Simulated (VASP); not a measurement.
A run of VASP 6.6.1 is set up as follows.

The input INCAR:

```
PREC = Accurate ; ENCUT = 520
EDIFF = 1E-7 ; ISMEAR = 0
SIGMA = 0.01 ; LREAL = F
LASPH = T ; NELM = 80
ALGO = Normal ; ISIF = 2
LWAVE = F ; LCHARG = F
GGA = PE ; NBANDS = 20
```

The input KPOINTS:

```
regular mesh
0
Gamma
  10 10 10
```

The input POSCAR:

```
SiB6
1.0
    4.1324121801      0.0000000000      0.0000000000
    0.0000000000      4.1324121801      0.0000000000
    0.0000000000      0.0000000000      4.1324121801
Si B
1 6
Direct
    0.0000000000      0.0000000000      0.0000000000
    0.2002364657      0.5000000000      0.5000000000
    0.5000000000      0.2002364657      0.5000000000
    0.7997635343      0.5000000000      0.5000000000
    0.5000000000      0.7997635343      0.5000000000
    0.5000000000      0.5000000000      0.2002364657
    0.5000000000      0.5000000000      0.7997635343
```

Potentials or basis: VASP PAW PBE potentials, release 64 (Si, B).

Run with:

```sh
$ cat potpaw_PBE.64/Si/POTCAR potpaw_PBE.64/B/POTCAR > POTCAR
$ mpirun -np 1 vasp_std > vasp.out
```

Problem. Estimate the largest force.

Solution. 0.027 eV/Å.

Problem. What does it give for the pressure?

Solution. 0.0 GPa.

Problem. Estimate the band gap on the k mesh.

Solution. 0.06 eV (least direct gap 0.67 eV).

Forces on the atoms (eV/Å):
```
Si   0.000  0.000  0.000
B   -0.027  0.000  0.000
B    0.000 -0.027  0.000
B    0.027  0.000  0.000
B    0.000  0.027  0.000
B    0.000  0.000 -0.027
B    0.000  0.000  0.027
```

A k mesh can miss the band edges.
